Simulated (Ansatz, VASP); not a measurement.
**GaP in VASP and in Ansatz**

```
CELL_PARAMETERS angstrom
0.00000 2.72540 2.72540
2.72540 0.00000 2.72540
2.72540 2.72540 0.00000
ATOMIC_POSITIONS crystal
Ga 0.00000 0.00000 0.00000
P 0.25000 0.25000 0.25000
```

Alike in both runs: task single point; functional PBE; k mesh 8 × 8 × 8; non-collinear spin, spin-orbit coupling.

```csv
,VASP,Ansatz
version,VASP 6.6.1,Ansatz 0.2.0
potentials or method,"VASP PAW PBE potentials, release 64 (Ga_d, P)","plane waves, PAW"
plane-wave cutoff (eV),520,420
occupations,"gaussian, width 0.01 eV",fixed
valence electrons in the cell,18,18
```

VASP gave:

```
pressure (GPa)           : 2.4
net moment per atom (μB) : 0.00
```

**Question.** Estimate Ansatz's values.

**Answer.** Pressure (GPa): 2.5; net moment per atom (μB): 0.00.
